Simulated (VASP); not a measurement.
# Yb (P6_3/mmc) in VASP: single point with r2SCAN

Aim: the single point of Yb with r2SCAN.

Program: VASP 6.6.1. These are calculated values, not measurements. Logs are shortened: lines on timing, memory, paths and dates and some standing lists are left out, and cuts for length are marked.

**1. The cell of the first run**

It takes space group P6_3/mmc (No. 194, hexagonal). The conventional cell has a = 3.853 Å, b = 3.853 Å, c = 6.377 Å, α = 90.00°, β = 90.00°, γ = 120.00°. Within 5.1 Å of Yb (site symmetry -6m2) lie 12 Yb at 3.85 to 3.89 Å.

**2. Single point, r2SCAN**

Contents of POSCAR:

```
Yb
1.0
    3.8528719872      0.0000000000      0.0000000000
   -1.9264359936      3.3366850185      0.0000000000
    0.0000000000      0.0000000000      6.3770470000
Yb
2
Direct
    0.6666666667      0.3333333333      0.7500000000
    0.3333333333      0.6666666667      0.2500000000
```

Contents of INCAR.step1:

```
SYSTEM = Yb
PREC     = Accurate       ! precision mode
ENCUT    = 520            ! plane-wave cutoff, eV
ISMEAR   = -5             ! smearing method
SIGMA    = 0.03           ! smearing width, eV
LREAL    = .False.        ! projectors in reciprocal space
LASPH    = .True.         ! aspherical terms in the spheres
NELM     = 100            ! most SCF steps
LMAXMIX  = 6              ! l up to which the mixer works
GGA      = PE             ! functional
ALGO     = Normal         ! electronic algorithm
EDIFF    = 1E-4           ! SCF threshold, eV
LWAVE    = .True.         ! write WAVECAR
LCHARG   = .False.        ! write CHGCAR
```

Contents of INCAR.step2:

```
SYSTEM = Yb
PREC     = Accurate       ! precision mode
ENCUT    = 520            ! plane-wave cutoff, eV
EDIFF    = 1E-6           ! SCF threshold, eV
ISMEAR   = -1             ! smearing method
SIGMA    = 0.03           ! smearing width, eV
LREAL    = .False.        ! projectors in reciprocal space
LASPH    = .True.         ! aspherical terms in the spheres
NELM     = 100            ! most SCF steps
ALGO     = Normal         ! electronic algorithm
ISIF     = 2              ! what is computed and relaxed
LWAVE    = .False.        ! write WAVECAR
LCHARG   = .False.        ! write CHGCAR
LMAXMIX  = 6              ! l up to which the mixer works
METAGGA  = R2SCAN         ! meta-GGA
LMIXTAU  = .True.       
LORBIT   = 10             ! projections on sites
ISTART   = 1
```

Contents of KPOINTS:

```
regular mesh
0
Gamma
  12 12 7
  0 0 0
```

Potentials or basis: VASP PAW PBE potentials, release 64 (Yb).

Run with:

```bash
> cat potpaw_PBE.64/Yb/POTCAR > POTCAR
> cp INCAR.step1 INCAR
> mpirun -np 1 vasp_std > vasp.out
> cp INCAR.step2 INCAR
> mpirun -np 1 vasp_std > vasp.out
```

OUTCAR:

```text
SYSTEM = Yb
   PREC = Accurate
   ENCUT = 520
   EDIFF = 1E-6
   ISMEAR = -1
   LREAL = .False.
   LASPH = .True.
   NELM = 100
   ISIF = 2
   METAGGA = R2SCAN
   LORBIT = 10
   ISTART = 1

 ion  position               nearest neighbor table
   1  0.667  0.333  0.750-
   2  0.333  0.667  0.250-

  LATTYP: Found a hexagonal cell.
 ALAT       =     3.8528719872
 C/A-ratio  =     1.6551411573

  Lattice vectors:

 A1 = (   3.8528719872,   0.0000000000,   0.0000000000)
 A2 = (  -1.9264359936,   3.3366850185,   0.0000000000)
 A3 = (   0.0000000000,   0.0000000000,   6.3770470000)

Analysis of symmetry for initial positions (statically):
=====================================================================
 Subroutine PRICEL returns:
 Original cell was already a primitive cell.

 Routine SETGRP: Setting up the symmetry group for a
 hexagonal supercell.

 Subroutine GETGRP returns: Found 24 space group operations
 (whereof 12 operations were pure point group operations)
 out of a pool of 24 trial point group operations.

The static configuration has the point symmetry D_3d.
 The point group associated with its full space group is D_6h.

Analysis of symmetry for dynamics (positions and initial velocities):
=====================================================================
 Subroutine PRICEL returns:
 Original cell was already a primitive cell.

 Routine SETGRP: Setting up the symmetry group for a
 hexagonal supercell.

 Subroutine GETGRP returns: Found 24 space group operations
 (whereof 12 operations were pure point group operations)
 out of a pool of 24 trial point group operations.

The dynamic configuration has the point symmetry D_3d.
 The point group associated with its full space group is D_6h.

 Subroutine INISYM returns: Found 24 space group operations
 (whereof 12 operations are pure point group operations),
 and found     1 'primitive' translations

----------------------------------------------------------------------------------------

                                     Primitive cell

  volume of cell :      81.9822

  direct lattice vectors                    reciprocal lattice vectors
     3.852871987  0.000000000  0.000000000     0.259546646  0.149849326  0.000000000
    -1.926435994  3.336685018  0.000000000     0.000000000  0.299698651  0.000000000
     0.000000000  0.000000000  6.377047000     0.000000000  0.000000000  0.156812393

  length of vectors
     3.852871987  3.852871987  6.377047000     0.299698651  0.299698651  0.156812393

  position of ions in fractional coordinates (direct lattice)
     0.666666667  0.333333333  0.750000000
     0.333333333  0.666666667  0.250000000

  ion indices of the primitive-cell ions
   primitive index   ion index
                 1           1
                 2           2

----------------------------------------------------------------------------------------

 KPOINTS: regular mesh

Automatic generation of k-mesh.
 Grid dimensions read from file:
 generate k-points for:   12   12    7

 Generating k-lattice:

  Cartesian coordinates                     Fractional coordinates (reciprocal lattice)
     0.021628887  0.012487444  0.000000000     0.083333333 -0.000000000  0.000000000
     0.000000000  0.024974888  0.000000000     0.000000000  0.083333333  0.000000000
     0.000000000  0.000000000  0.022401770     0.000000000  0.000000000  0.142857143

  Length of vectors
     0.024974888  0.024974888  0.022401770

  Shift w.r.t. Gamma in fractional coordinates (k-lattice)
     0.000000000  0.000000000  0.000000000

 Subroutine IBZKPT returns following result:
 ===========================================

 Found     76 irreducible k-points:

 Following reciprocal coordinates:
            Coordinates               Weight
  0.000000  0.000000  0.000000      1.000000
  0.083333  0.000000  0.000000      6.000000
  0.166667  0.000000  0.000000      6.000000
  0.250000  0.000000  0.000000      6.000000
  0.333333  0.000000  0.000000      6.000000
  0.416667 -0.000000  0.000000      6.000000
[... 16 lines left out ...]
  0.250000  0.000000  0.142857     12.000000
  0.333333  0.000000  0.142857     12.000000
 [... further k-points ...]
   k-points           NKPTS =     76   k-points in BZ     NKDIM =     76   number of bands    NBANDS=     28
   number of dos      NEDOS =    301   number of ions     NIONS =      2
   total plane-waves  NPLWV =  43200
   dimension x,y,z NGX =    30 NGY =   30 NGZ =   48
   dimension x,y,z NGXF=    60 NGYF=   60 NGZF=   96
   ions per type =               2
   NGX,Y,Z   is equivalent  to a cutoff of  12.94, 12.94, 12.51 a.u.
   NGXF,Y,Z  is equivalent  to a cutoff of  25.89, 25.89, 25.03 a.u.
 SYSTEM =  Yb
   PREC   = accura    normal or accurate (medium, high low for compatibility)
   ISTART =      1    job   : 0-new  1-cont  2-samecut
   ICHARG =      0    charge: 1-file 2-atom 10-const
   ISPIN  =      1    spin polarized calculation?
   LNONCOLLINEAR =      F non collinear calculations
   LSORBIT =      F    spin-orbit coupling
   LASPH  =      T    aspherical Exc in radial PAW
   ENCUT  =  520.0 eV  38.22 Ry    6.18 a.u.   7.16  7.16 11.86*2*pi/ulx,y,z
   NELM   =    100;   NELMIN=  2; NELMDL=  0     # of ELM steps
   EDIFF  = 0.1E-05   stopping-criterion for ELM
   LREAL  =      F    real-space projection
   EDIFFG = 0.1E-04   stopping-criterion for IOM
   NSW    =      0    number of steps for IOM
   IBRION =     -1    ionic relax: 0-MD 1-quasi-New 2-CG
   NFREE  =      0    steps in history (QN), initial steepest desc. (CG)
   ISIF   =      2    stress and relaxation
   ISYM   =      2    0-nonsym 1-usesym 2-fastsym
   POTIM  = 0.5000    time-step for ionic-motion
   TEBEG  =    0.0;   TEEND  =   0.0 temperature during run
   PSTRESS=    0.0 pullay stress
   NELECT =      48.0000    total number of electrons
   NUPDOWN=      -1.0000    fix difference up-down
   EMIN   =  10.00;   EMAX   =-10.00  energy-range for DOS
   EFERMI =   0.00;   METHOD = LEGACY
   ISMEAR =    -1;   SIGMA  =   0.03  broadening in eV -4-tet -1-fermi 0-gaus
   EFERMI_NEDOS =   21; number of points for ismear=-14 and -15
   IALGO  =     38    algorithm
   IMIX   =      4    mixing-type and parameters
     AMIX     =   0.40;   BMIX     =  1.00
     AMIX_MAG =   1.60;   BMIX_MAG =  1.00
  volume/ion in A,a.u.               =      40.99       276.62
  Fermi-wavevector in a.u.,A,eV,Ry     =   1.369563  2.588099 25.520497  1.875704
  Thomas-Fermi vector in A             =   2.495427
   LORBIT       =     10    0 simple, 1 ext, 2 COOP (PROOUT), +10 PAW based schemes
   METAGGA = R2SCAN    functional components
   LHFCALC =     F    Hartree Fock is set to
   AEXX    =    0.0000 exact exchange contribution
   IVDW    =     0    specifies the selected vdW correction
   LEPSILON=     F    determine dielectric tensor
   LRPA    =     F    only Hartree local field effects (RPA)
 non-spin polarized calculation
  energy-cutoff  :      520.00
  volume of cell :       81.98
 maximum number of plane-waves:      2229
 NGX is ok and might be reduce to    30

 number of electron      48.0000009 magnetization

 Free energy of the ion-electron system (eV)
  ---------------------------------------------------
  ext. energy  EPLUGINS =         0.00000000
  ---------------------------------------------------
  free energy    TOTEN  =       -70.95040224 eV

  energy without entropy =      -70.94299016  energy(sigma->0) =      -70.94669620

 E-fermi :   1.1103     XC(G=0):  -9.5385

 val. band max:        1.0895889492   @ k =   0.0833   0.0833   0.0000
 cond. band min:       1.1124021644   @ k =   0.0833   0.0000   0.0000
 fundamental gap:      0.0228132153
 Fermi energy:         1.1103167065

 k-point     1 :       0.0000    0.0000    0.0000
  band No.  band energies     occupation
      1     -52.3092      2.00000
      2     -52.3004      2.00000
      3     -24.1512      2.00000
      4     -23.9720      2.00000
      5     -23.9718      2.00000
      6     -23.9441      2.00000
[... 20 lines left out ...]
     27       4.1453      0.00000
     28       4.1456      0.00000

 k-point     2 :       0.0833    0.0000    0.0000
  band No.  band energies     occupation
      1     -52.3087      2.00000
      2     -52.3001      2.00000
      3     -24.1463      2.00000
      4     -23.9835      2.00000
      5     -23.9756      2.00000
      6     -23.9561      2.00000
[... 20 lines left out ...]
     27       4.2701      0.00000
     28       4.3302      0.00000

 k-point     3 :       0.1667    0.0000    0.0000
  band No.  band energies     occupation
      1     -52.3070      2.00000
      2     -52.2993      2.00000
      3     -24.1325      2.00000
      4     -24.0156      2.00000
      5     -23.9887      2.00000
      6     -23.9852      2.00000
[... 20 lines left out ...]
     27       3.9165      0.00000
     28       4.6006      0.00000

 k-point     4 :       0.2500    0.0000    0.0000
  band No.  band energies     occupation
      1     -52.3048      2.00000
      2     -52.2982      2.00000
      3     -24.1119      2.00000
      4     -24.0596      2.00000
      5     -24.0322      2.00000
      6     -23.9981      2.00000
[... 578 lines left out ...]
     27       3.9063      0.00000
     28       4.1138      0.00000

 k-point    23 :       0.2500    0.0000    0.1429
  band No.  band energies     occupation
      1     -52.3044      2.00000
      2     -52.2985      2.00000
      3     -24.1101      2.00000
      4     -24.0534      2.00000
      5     -24.0368      2.00000
      6     -23.9962      2.00000
[... 20 lines left out ...]
     27       3.4518      0.00000
     28       3.7605      0.00000

 k-point    24 :       0.3333    0.0000    0.1429
  band No.  band energies     occupation
      1     -52.3021      2.00000
      2     -52.2975      2.00000
      3     -24.1153      2.00000
      4     -24.0831      2.00000
      5     -24.0662      2.00000
      6     -24.0086      2.00000
[... 20 lines left out ...]
     27       3.2273      0.00000
     28       3.2725      0.00000

 [... further k-points ...]
[... 5 lines left out ...]
  --------------------------------------------------------------------------------------
  -------------------------------------------------------------------------------------
  Total       -1.5099152     -1.5099152     -1.5399405      0.0000000      0.0000000      0.0000000
  in kB      -29.5082695    -29.5082695    -30.0950526      0.0000000      0.0000000      0.0000000
  external PRESSURE =     -29.7038639 kB  Pullay stress =       0.0000000 kB

 VOLUME and BASIS-vectors are now :
 -----------------------------------------------------------------------------
  energy-cutoff  :      520.00
  volume of cell :       81.98
      direct lattice vectors                 reciprocal lattice vectors
     3.852871987  0.000000000  0.000000000     0.259546646  0.149849326  0.000000000
    -1.926435994  3.336685018  0.000000000     0.000000000  0.299698651  0.000000000
     0.000000000  0.000000000  6.377047000     0.000000000  0.000000000  0.156812393

 POSITION                                       TOTAL-FORCE (eV/Angst)
 -----------------------------------------------------------------------------------
      1.92644      1.11223      4.78279         0.000000      0.000000      0.000000
     -0.00000      2.22446      1.59426        -0.000000      0.000000      0.000000
 -----------------------------------------------------------------------------------
    total drift:                               -0.000001      0.000000     -0.000000

  FREE ENERGIE OF THE ION-ELECTRON SYSTEM (eV)
  ---------------------------------------------------
  free  energy   TOTEN  =       -70.9504022396 eV

  energy  without entropy=      -70.9429901608  energy(sigma->0) =      -70.94669620

 total charge

# of ion       s       p       d       f       tot
--------------------------------------------------
    1        2.193   5.943   0.177  13.639  21.952
    2        2.193   5.943   0.177  13.639  21.952
--------------------------------------------------
tot          4.385  11.886   0.354  27.279  43.904
```

Wall time 27 min (1 thread of Intel Xeon Platinum 8488C (Sapphire Rapids), shared host); peak memory 0.32 GiB.

Results:

```
Free energy                                           : -70.9504 eV
Pressure                                              : -3.0 GPa
Band gap on the k mesh                                : zero (band 24 reaches 1.34 eV, above the bottom of band 25 at 0.89 eV)
Valence electrons inside the program's atomic spheres : Yb 21.95
```

Caveat: the PAW data sets were made with another functional, which shifts forces and pressure a little; spin-orbit coupling is left out, which moves the levels of the heavy elements.
